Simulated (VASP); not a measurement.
Set up this calculation in VASP 6.6.1, as the native input.

```
Task                   : single point
Functional             : BLYP
Potentials or basis    : VASP PAW PBE potentials, release 64 (Ga_d)
Cutoff                 : 520 eV
k mesh                 : 9 × 9 × 11
Occupations            : fermi-dirac, width 0.1 eV
Spin                   : no spin polarisation
Dipole correction      : no
Further INCAR settings : ALGO = Normal; EDIFF = 1e-06; NBANDS = 26
```

The structure of Ga lies in POSCAR:

```
Ga
1.0
    4.9785741411      0.0000000000      0.0000000000
   -2.4892870706      4.3115716808      0.0000000000
    0.0000000000      0.0000000000      3.3608608717
Ga
3
Direct
    1.0000000000      1.0000000000      0.0000000000
    0.3333333333      0.6666666667      0.5000000000
    0.6666666667      0.3333333333      0.5000000000
```

This isn't the form of Ga at room conditions, which is orthorhombic.

These files were run (other wordings do the same):

INCAR

```
PREC     = Accurate       # precision mode
ENCUT    = 520            # plane-wave cutoff, eV
EDIFF    = 1E-6           # SCF threshold, eV
ISMEAR   = -1             # smearing method
SIGMA    = 0.1            # smearing width, eV
LREAL    = False          # projectors in reciprocal space
LASPH    = True           # aspherical terms in the spheres
NELM     = 80             # most SCF steps
ALGO     = Normal         # electronic algorithm
ISIF     = 2              # what is computed and relaxed
LWAVE    = False          # write WAVECAR
LCHARG   = False          # write CHGCAR
GGA      = B5             # functional
ALDAX    = 1.0          
AGGAX    = 1.0          
AGGAC    = 1.0          
ALDAC    = 0.0          
NBANDS   = 26             # bands
```

KPOINTS

```
regular mesh
0
Gamma
  9 9 11
```

Potentials or basis: VASP PAW PBE potentials, release 64 (Ga_d).

The run is started by

```console
$ cat potpaw_PBE.64/Ga_d/POTCAR > POTCAR
$ mpirun -np 1 vasp_std > vasp.out
```

Results of the run:

| Quantity | Value |
| --- | --- |
| Pressure | -1.6 GPa |
| Band gap on the k mesh | zero (an odd number of electrons rules out a gap without spin polarisation) |

Caveat: the PAW data sets were made with another functional, which shifts forces and pressure a little.

Run time: 3.6 min on 1 thread of Intel Xeon 8259CL, with other jobs on the host, peak memory 0.26 GiB.
